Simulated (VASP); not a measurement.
# LiMg (Pmma) in VASP: notebook

LiMg is run at these levels: LDA; tasks: single point.

Everything below comes from runs of VASP 6.6.1. Logs are shortened: lines on timing, memory, paths and dates and some standing lists are left out, and cuts for length are marked.

### Step 1. The cell of the first run

The structure is orthorhombic, space group Pmma (No. 51). The conventional cell has a = 4.708 Å, b = 3.201 Å, c = 4.728 Å, α = 90.00°, β = 90.00°, γ = 90.00°. Within 3.8 Å of Li (site symmetry mm2) lie 8 Mg at 2.85 to 2.86 Å and 6 Li at 3.20 to 3.38 Å. Within 3.8 Å of Mg (site symmetry mm2) lie 8 Li at 2.85 to 2.86 Å and 6 Mg at 3.20 to 3.38 Å.

### Step 2. Single point, LDA

File INCAR:

```
PREC = Accurate ; ENCUT = 520
EDIFF = 1E-6 ; ISMEAR = -1
SIGMA = 0.05 ; LREAL = False
LASPH = True ; NELM = 60
ALGO = Normal ; ISIF = 2
LWAVE = False ; LCHARG = True
GGA = CA ; LELF = True
LVHAR = True ; NBANDS = 13
```

File KPOINTS:

```
Automatic mesh
0
Gamma
  5 7 5
```

File POSCAR:

```
LiMg
1.0
    4.7076945865      0.0000000000      0.0000000000
    0.0000000000      3.2009080355      0.0000000000
    0.0000000000      0.0000000000      4.7281347836
Li Mg
2 2
Direct
    0.7500000000      0.0000000000      0.2571200000
    0.2500000000      0.0000000000      0.7428800000
    0.2500000000      0.5000000000      0.2438700000
    0.7500000000      0.5000000000      0.7561300000
```

Potentials or basis: VASP PAW LDA potentials, release 64 (Li_sv, Mg).

The run is started by

```console
> cat potpaw_LDA.64/Li_sv/POTCAR potpaw_LDA.64/Mg/POTCAR > POTCAR
> mpirun -np 1 vasp_std > vasp.out
```

OUTCAR:

```text
PREC = Accurate
   ENCUT = 520
   EDIFF = 1E-6
   ISMEAR = -1
   LREAL = False
   LASPH = True
   NELM = 60
   ISIF = 2
   GGA = CA

 ion  position               nearest neighbor table
   1  0.750  0.000  0.257-   3 2.85   3 2.85   3 2.85   3 2.85   4 2.85   4 2.85   4 2.86   4 2.86

   2  0.250  0.000  0.743-   4 2.85   4 2.85   4 2.85   4 2.85   3 2.85   3 2.85   3 2.86   3 2.86

   3  0.250  0.500  0.244-   1 2.85   1 2.85   1 2.85   1 2.85   2 2.85   2 2.85   2 2.86   2 2.86
                             4 3.30   4 3.30   4 3.38   4 3.38
   4  0.750  0.500  0.756-   2 2.85   2 2.85   2 2.85   2 2.85   1 2.85   1 2.85   1 2.86   1 2.86
                             3 3.30   3 3.30   3 3.38   3 3.38

  LATTYP: Found a simple orthorhombic cell.
 ALAT       =     3.2009080355
 B/A-ratio  =     1.4707372203
 C/A-ratio  =     1.4771229698

  Lattice vectors:

 A1 = (   0.0000000000,  -3.2009080355,   0.0000000000)
 A2 = (   4.7076945865,   0.0000000000,   0.0000000000)
 A3 = (   0.0000000000,   0.0000000000,   4.7281347836)

Analysis of symmetry for initial positions (statically):
=====================================================================
 Subroutine PRICEL returns:
 Original cell was already a primitive cell.

 Routine SETGRP: Setting up the symmetry group for a
 simple orthorhombic supercell.

 Subroutine GETGRP returns: Found  8 space group operations
 (whereof  4 operations were pure point group operations)
 out of a pool of  8 trial point group operations.

The static configuration has the point symmetry C_2h.
 The point group associated with its full space group is D_2h.

Analysis of symmetry for dynamics (positions and initial velocities):
=====================================================================
 Subroutine PRICEL returns:
 Original cell was already a primitive cell.

 Routine SETGRP: Setting up the symmetry group for a
 simple orthorhombic supercell.

 Subroutine GETGRP returns: Found  8 space group operations
 (whereof  4 operations were pure point group operations)
 out of a pool of  8 trial point group operations.

The dynamic configuration has the point symmetry C_2h.
 The point group associated with its full space group is D_2h.

 Subroutine INISYM returns: Found  8 space group operations
 (whereof  4 operations are pure point group operations),
 and found     1 'primitive' translations

----------------------------------------------------------------------------------------

                                     Primitive cell

  volume of cell :      71.2478

  direct lattice vectors                    reciprocal lattice vectors
     4.707694586  0.000000000  0.000000000     0.212418198  0.000000000  0.000000000
     0.000000000  3.200908035  0.000000000     0.000000000  0.312411350  0.000000000
     0.000000000  0.000000000  4.728134784     0.000000000  0.000000000  0.211499893

  length of vectors
     4.707694586  3.200908035  4.728134784     0.212418198  0.312411350  0.211499893

  position of ions in fractional coordinates (direct lattice)
     0.750000000  0.000000000  0.257120000
     0.250000000  0.000000000  0.742880000
     0.250000000  0.500000000  0.243870000
     0.750000000  0.500000000  0.756130000

  ion indices of the primitive-cell ions
   primitive index   ion index
                 1           1
                 2           2
                 3           3
                 4           4

----------------------------------------------------------------------------------------

 KPOINTS: Automatic mesh

Automatic generation of k-mesh.
 Grid dimensions read from file:
 generate k-points for:    5    7    5

 Generating k-lattice:

  Cartesian coordinates                     Fractional coordinates (reciprocal lattice)
     0.042483640  0.000000000  0.000000000     0.200000000  0.000000000  0.000000000
     0.000000000  0.044630193  0.000000000     0.000000000  0.142857143  0.000000000
     0.000000000  0.000000000  0.042299979     0.000000000  0.000000000  0.200000000

  Length of vectors
     0.042483640  0.044630193  0.042299979

  Shift w.r.t. Gamma in fractional coordinates (k-lattice)
     0.000000000  0.000000000  0.000000000

 Subroutine IBZKPT returns following result:
 ===========================================

 Found     36 irreducible k-points:

 Following reciprocal coordinates:
            Coordinates               Weight
  0.000000  0.000000  0.000000      1.000000
  0.200000  0.000000  0.000000      2.000000
  0.400000  0.000000  0.000000      2.000000
  0.000000  0.142857  0.000000      2.000000
  0.200000  0.142857  0.000000      4.000000
  0.400000  0.142857  0.000000      4.000000
[... 16 lines left out ...]
  0.200000  0.428571  0.200000      8.000000
  0.400000  0.428571  0.200000      8.000000
 [... further k-points ...]
   k-points           NKPTS =     36   k-points in BZ     NKDIM =     36   number of bands    NBANDS=     13
   number of dos      NEDOS =    301   number of ions     NIONS =      4
   total plane-waves  NPLWV =  31104
   dimension x,y,z NGX =    36 NGY =   24 NGZ =   36
   dimension x,y,z NGXF=    72 NGYF=   48 NGZF=   72
   ions per type =               2   2
   NGX,Y,Z   is equivalent  to a cutoff of  12.71, 12.46, 12.66 a.u.
   NGXF,Y,Z  is equivalent  to a cutoff of  25.43, 24.93, 25.32 a.u.
 SYSTEM =  unknown system
   PREC   = accura    normal or accurate (medium, high low for compatibility)
   ISTART =      0    job   : 0-new  1-cont  2-samecut
   ICHARG =      2    charge: 1-file 2-atom 10-const
   ISPIN  =      1    spin polarized calculation?
   LNONCOLLINEAR =      F non collinear calculations
   LSORBIT =      F    spin-orbit coupling
   LASPH  =      T    aspherical Exc in radial PAW
   ENCUT  =  520.0 eV  38.22 Ry    6.18 a.u.   8.75  5.95  8.79*2*pi/ulx,y,z
   NELM   =     60;   NELMIN=  2; NELMDL= -5     # of ELM steps
   EDIFF  = 0.1E-05   stopping-criterion for ELM
   LREAL  =      F    real-space projection
   EDIFFG = 0.1E-04   stopping-criterion for IOM
   NSW    =      0    number of steps for IOM
   IBRION =     -1    ionic relax: 0-MD 1-quasi-New 2-CG
   NFREE  =      0    steps in history (QN), initial steepest desc. (CG)
   ISIF   =      2    stress and relaxation
   ISYM   =      2    0-nonsym 1-usesym 2-fastsym
   POTIM  = 0.5000    time-step for ionic-motion
   TEBEG  =    0.0;   TEEND  =   0.0 temperature during run
   PSTRESS=    0.0 pullay stress
   NELECT =      10.0000    total number of electrons
   NUPDOWN=      -1.0000    fix difference up-down
   EMIN   =  10.00;   EMAX   =-10.00  energy-range for DOS
   EFERMI =   0.00;   METHOD = LEGACY
   ISMEAR =    -1;   SIGMA  =   0.05  broadening in eV -4-tet -1-fermi 0-gaus
   EFERMI_NEDOS =   21; number of points for ismear=-14 and -15
   IALGO  =     38    algorithm
   IMIX   =      4    mixing-type and parameters
     AMIX     =   0.40;   BMIX     =  1.00
     AMIX_MAG =   1.60;   BMIX_MAG =  1.00
  volume/ion in A,a.u.               =      17.81       120.20
  Fermi-wavevector in a.u.,A,eV,Ry     =   0.850781  1.607743  9.848279  0.723828
  Thomas-Fermi vector in A             =   1.966812
   LORBIT       =      0    0 simple, 1 ext, 2 COOP (PROOUT), +10 PAW based schemes
   GGA     = CA    functional components
   LHFCALC =     F    Hartree Fock is set to
   AEXX    =    0.0000 exact exchange contribution
   IVDW    =     0    specifies the selected vdW correction
   LEPSILON=     F    determine dielectric tensor
   LRPA    =     F    only Hartree local field effects (RPA)
 non-spin polarized calculation
  energy-cutoff  :      520.00
  volume of cell :       71.25
 maximum number of plane-waves:      1935
 NGX is ok and might be reduce to    36
   NGX = 17   NGY = 11   NGZ = 17

 number of electron      10.0000000 magnetization

 number of electron       9.9999993 magnetization

 Free energy of the ion-electron system (eV)
  ---------------------------------------------------
  ext. energy  EPLUGINS =         0.00000000
  ---------------------------------------------------
  free energy    TOTEN  =        -8.02246400 eV

  energy without entropy =       -8.00441597  energy(sigma->0) =       -8.01343998

 E-fermi :   2.3229     XC(G=0):  -8.5934

 val. band max:        2.3042759877   @ k =   0.0000   0.4286   0.2000
 cond. band min:       2.3254213876   @ k =   0.4000   0.4286   0.2000
 fundamental gap:      0.0211454000
 Fermi energy:         2.3228977896

 k-point     1 :       0.0000    0.0000    0.0000
  band No.  band energies     occupation
      1     -42.8054      2.00000
      2     -42.7995      2.00000
      3      -3.6308      2.00000
      4       1.4269      2.00000
      5       1.4657      2.00000
      6       2.4961      0.06069
      7       4.5449      0.00000
      8       7.3323      0.00000
      9       7.3734      0.00000
     10       8.2202      0.00000
     11       8.4304      0.00000
     12       8.7010      0.00000
     13      13.2680      0.00000

 k-point     2 :       0.2000    0.0000    0.0000
  band No.  band energies     occupation
      1     -42.8048      2.00000
      2     -42.8000      2.00000
      3      -3.4001      2.00000
      4      -0.0077      2.00000
      5       1.6794      1.99999
      6       3.5689      0.00000
      7       5.4447      0.00000
      8       5.6260      0.00000
      9       6.3765      0.00000
     10       8.6650      0.00000
     11       9.8689      0.00000
     12      10.6146      0.00000
     13      12.0893      0.00000
[... 321 lines left out ...]
 k-point    23 :       0.2000    0.4286    0.2000
  band No.  band energies     occupation
      1     -42.8000      2.00000
      2     -42.7963      2.00000
      3      -0.9640      2.00000
      4       1.1640      2.00000
      5       2.2812      1.39480
      6       2.6041      0.00720
      7       4.6148      0.00000
      8       4.8867      0.00000
      9       6.5707      0.00000
     10       7.5190      0.00000
     11       7.9919      0.00000
     12       8.3859      0.00000
     13      10.0565      0.00000

 k-point    24 :       0.4000    0.4286    0.2000
  band No.  band energies     occupation
      1     -42.7989      2.00000
      2     -42.7975      2.00000
      3      -0.2347      2.00000
      4       0.9284      2.00000
      5       1.6581      2.00000
      6       2.3254      0.97477
      7       4.1636      0.00000
      8       5.0526      0.00000
      9       5.6082      0.00000
     10       6.8072      0.00000
     11       8.7970      0.00000
     12       9.7545      0.00000
     13       9.9438      0.00000

 [... further k-points ...]

------------------------ aborting loop because EDIFF is reached ----------------------------------------

  FORCE on cell =-STRESS in cart. coord.  units (eV):
  Direction    XX          YY          ZZ          XY          YZ          ZX
  --------------------------------------------------------------------------------------
  -------------------------------------------------------------------------------------
  Total        0.6187623      1.1094788      0.4793861      0.0000000      0.0000000      0.0000000
  in kB       13.9143550     24.9492950     10.7801468      0.0000000      0.0000000      0.0000000
  external PRESSURE =      16.5479323 kB  Pullay stress =       0.0000000 kB

 VOLUME and BASIS-vectors are now :
 -----------------------------------------------------------------------------
  energy-cutoff  :      520.00
  volume of cell :       71.25
      direct lattice vectors                 reciprocal lattice vectors
     4.707694586  0.000000000  0.000000000     0.212418198  0.000000000  0.000000000
     0.000000000  3.200908035  0.000000000     0.000000000  0.312411350  0.000000000
     0.000000000  0.000000000  4.728134784     0.000000000  0.000000000  0.211499893

 POSITION                                       TOTAL-FORCE (eV/Angst)
 -----------------------------------------------------------------------------------
      3.53077      0.00000      1.21570        -0.000000      0.000000     -0.021978
      1.17692      0.00000      3.51244         0.000000      0.000000      0.021978
      1.17692      1.60045      1.15305        -0.000000      0.000000      0.010856
      3.53077      1.60045      3.57508        -0.000000      0.000000     -0.010856
 -----------------------------------------------------------------------------------
    total drift:                                0.000000     -0.000000     -0.000000

  FREE ENERGIE OF THE ION-ELECTRON SYSTEM (eV)
  ---------------------------------------------------
  free  energy   TOTEN  =        -8.0224640009 eV

  energy  without entropy=       -8.0044159661  energy(sigma->0) =       -8.01343998
```

It took 33 s on 1 thread of Intel Xeon 8259CL, shared host; peak memory 0.16 GiB.

Results:

```yaml
Free_energy: -8.0225 eV
Largest_force: 0.022 eV/Å
Band_gap_on_the_k_mesh: zero (bands 5 and 6 overlap by 3.04 eV)
```

Forces in eV/Å, atoms in the order of the input:
```
Li   0.000  0.000 -0.022
Li   0.000  0.000  0.022
Mg   0.000  0.000  0.011
Mg   0.000  0.000 -0.011
```

Caveat: the cutoff is under 1.25 times the usual one of these potentials, so pressure, stress and relaxed cells hold a basis-set (Pulay) error.

### Step 3. Single point, LDA

This run uses another cell than the first one, of 18.62 Å³/atom.

File INCAR:

```
ALGO = Normal
EDIFF = 1E-6
ENCUT = 520
GGA = CA
ISIF = 2
ISMEAR = -1
LASPH = T
LCHARG = T
LELF = T
LREAL = F
LVHAR = T
LWAVE = F
NBANDS = 13
NELM = 60
PREC = Accurate
SIGMA = 0.05
```

File KPOINTS:

```
k-points
0
Gamma
  5 7 5
```

File POSCAR:

```
LiMg
1.0
    4.7779690453      0.0000000000      0.0000000000
    0.0000000000      3.2486898268      0.0000000000
    0.0000000000      0.0000000000      4.7987143650
Li Mg
2 2
Direct
    0.7500000000      0.0000000000      0.2571200000
    0.2500000000      0.0000000000      0.7428800000
    0.2500000000      0.5000000000      0.2438700000
    0.7500000000      0.5000000000      0.7561300000
```

Potentials or basis: VASP PAW LDA potentials, release 64 (Li_sv, Mg).

The run is started by

```console
> cat potpaw_LDA.64/Li_sv/POTCAR potpaw_LDA.64/Mg/POTCAR > POTCAR
> mpirun -np 1 vasp_std > vasp.out
```

OUTCAR:

```text
EDIFF = 1E-6
   ENCUT = 520
   GGA = CA
   ISIF = 2
   ISMEAR = -1
   LASPH = T
   LREAL = F
   NELM = 60
   PREC = Accurate

 ion  position               nearest neighbor table
   1  0.750  0.000  0.257-   3 2.89   3 2.89   3 2.89   3 2.89   4 2.89   4 2.89   4 2.90   4 2.90

   2  0.250  0.000  0.743-   4 2.89   4 2.89   4 2.89   4 2.89   3 2.89   3 2.89   3 2.90   3 2.90

   3  0.250  0.500  0.244-   1 2.89   1 2.89   1 2.89   1 2.89   2 2.89   2 2.89   2 2.90   2 2.90
                             4 3.34   4 3.34   4 3.43   4 3.43
   4  0.750  0.500  0.756-   2 2.89   2 2.89   2 2.89   2 2.89   1 2.89   1 2.89   1 2.90   1 2.90
                             3 3.34   3 3.34   3 3.43   3 3.43

  LATTYP: Found a simple orthorhombic cell.
 ALAT       =     3.2486898268
 B/A-ratio  =     1.4707372202
 C/A-ratio  =     1.4771229698

  Lattice vectors:

 A1 = (   0.0000000000,  -3.2486898268,   0.0000000000)
 A2 = (   4.7779690453,   0.0000000000,   0.0000000000)
 A3 = (   0.0000000000,   0.0000000000,   4.7987143650)

Analysis of symmetry for initial positions (statically):
[... 199 lines left out ...]
     10       7.9239      0.00000
     11       8.0411      0.00000
     12       8.3866      0.00000
     13      12.7700      0.00000
[... 354 lines left out ...]
  band No.  band energies     occupation
      1     -43.0667      2.00000
      2     -43.0656      2.00000
      3      -0.3890      2.00000
      4       0.7499      2.00000
      5       1.4751      2.00000
      6       2.1383      0.85530
      7       3.8702      0.00000
      8       4.7487      0.00000
      9       5.3251      0.00000
     10       6.4835      0.00000
     11       8.3796      0.00000
     12       9.3240      0.00000
     13       9.5460      0.00000

 [... further k-points ...]

------------------------ aborting loop because EDIFF is reached ----------------------------------------

  FORCE on cell =-STRESS in cart. coord.  units (eV):
  Direction    XX          YY          ZZ          XY          YZ          ZX
  --------------------------------------------------------------------------------------
  -------------------------------------------------------------------------------------
  Total        0.0180739      0.4072111     -0.1175088      0.0000000      0.0000000      0.0000000
  in kB        0.3887638      8.7589838     -2.5275766      0.0000000      0.0000000      0.0000000
  external PRESSURE =       2.2067237 kB  Pullay stress =       0.0000000 kB

 VOLUME and BASIS-vectors are now :
 -----------------------------------------------------------------------------
  energy-cutoff  :      520.00
  volume of cell :       74.49
      direct lattice vectors                 reciprocal lattice vectors
     4.777969045  0.000000000  0.000000000     0.209293947  0.000000000  0.000000000
     0.000000000  3.248689827  0.000000000     0.000000000  0.307816398  0.000000000
     0.000000000  0.000000000  4.798714365     0.000000000  0.000000000  0.208389148

 POSITION                                       TOTAL-FORCE (eV/Angst)
 -----------------------------------------------------------------------------------
      3.58348      0.00000      1.23385        -0.000000      0.000000     -0.020495
      1.19449      0.00000      3.56487         0.000000      0.000000      0.020495
      1.19449      1.62434      1.17026        -0.000000     -0.000000      0.006835
      3.58348      1.62434      3.62845        -0.000000      0.000000     -0.006835
 -----------------------------------------------------------------------------------
    total drift:                                0.000000     -0.000000     -0.000000

  FREE ENERGIE OF THE ION-ELECTRON SYSTEM (eV)
  ---------------------------------------------------
  free  energy   TOTEN  =        -8.0423604823 eV

  energy  without entropy=       -8.0242798414  energy(sigma->0) =       -8.03332016
```

OSZICAR:

```text
N       E                     dE             d eps       ncg     rms          rms(c)
DAV:   1     0.255398252195E+02    0.25540E+02   -0.41710E+03   936   0.677E+02
DAV:   2    -0.186600257328E+01   -0.27406E+02   -0.26617E+02  1143   0.141E+02
DAV:   3    -0.806716755308E+01   -0.62012E+01   -0.61296E+01  1786   0.339E+01
DAV:   4    -0.816098531016E+01   -0.93818E-01   -0.93787E-01  1158   0.768E+00
DAV:   5    -0.816282085411E+01   -0.18355E-02   -0.18355E-02  1335   0.852E-01    0.126E+00
DAV:   6    -0.808932681651E+01    0.73494E-01   -0.22605E-02  1126   0.524E-01    0.779E-01
DAV:   7    -0.804234797533E+01    0.46979E-01   -0.60511E-02  1151   0.744E-01    0.743E-02
DAV:   8    -0.804237985170E+01   -0.31876E-04   -0.18475E-03  1146   0.236E-01    0.345E-02
DAV:   9    -0.804236143300E+01    0.18419E-04   -0.48430E-05  1268   0.435E-02    0.815E-03
DAV:  10    -0.804236048233E+01    0.95067E-06   -0.37758E-06  1316   0.116E-02
   1 F= -.80423605E+01 E0= -.80333202E+01  d E =-.180806E-01
```

stdout:

```text
POSCAR found type information on POSCAR LiMg
 POSCAR found :  2 types and       4 ions
 scaLAPACK will be used
 LDA part: xc-table for (Slater(with rela. corr.)+CA(PZ))
 , standard interpolation
 POSCAR, INCAR and KPOINTS ok, starting setup
 FFT: planning ... GRIDC
 FFT: planning ... GRID_SOFT
 FFT: planning ... GRID
 WAVECAR not read
 entering main loop
```

Wall time 31 s (1 thread of Intel Xeon 8259CL, shared host); peak memory 0.17 GiB.

What came out:

- Free energy: -8.0424 eV
- Largest force: 0.020 eV/Å
- Band gap on the k mesh: zero (bands 5 and 6 overlap by 3.00 eV)

Forces in eV/Å, atoms in the order of the input:
```
Li   0.000  0.000 -0.020
Li   0.000  0.000  0.020
Mg   0.000  0.000  0.007
Mg   0.000  0.000 -0.007
```

Caveat: the cutoff is under 1.25 times the usual one of these potentials, so pressure, stress and relaxed cells hold a basis-set (Pulay) error.
